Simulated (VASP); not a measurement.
MgO: single point with PBE

The system is MgO.

```xyz
4
Lattice="0.0000 2.3062 2.3062 2.3062 2.3062 0.0000 -2.3062 4.6123 -2.3062" Properties=species:S:1:pos:R:3 pbc="T T T"
Mg    0.0000    6.9185    0.0000
Mg    0.0000    2.3062    0.0000
O    -1.1531    5.7654   -1.1531
O     1.1531    5.7654    1.1531
```

* Program: VASP 6.6.1
* Task: single point
* Functional: PBE
* Potentials or basis: VASP PAW PBE potentials, release 64 (Mg, O)
* Cutoff: 520 eV
* k mesh: 6 × 6 × 6
* Occupations: gaussian, width 0.1 eV
* Spin: no spin polarisation
* Dipole correction: no
* Further INCAR settings: ALGO = Normal; EDIFF = 1e-06; NBANDS = 16

- Pressure: -0.4 GPa
- Band gap on the k mesh: 3.46 eV

Levels at points of the mesh, in eV from the valence-band top:
```tsv
k point	band 6	band 7	band 8	band 9	band 10	band 11
(0.00, 0.00, 0.00)	0.00	0.00	0.00	3.46	8.56	9.45
(0.50, 0.00, 0.00)	-0.99	-0.47	-0.47	7.61	7.61	10.77
(0.50, 0.50, 0.00)	-0.73	-0.18	-0.18	6.18	8.56	9.45
(0.00, 0.00, 0.50)	-0.09	-0.09	-0.09	5.79	5.79	12.93
```

Wall time 26 s on 1 thread of Intel Xeon 8259CL, with other jobs on the host, peak memory 0.17 GiB.

A k mesh can miss the band edges. A hybrid or GW would open this gap; PBE tends to underestimate it.
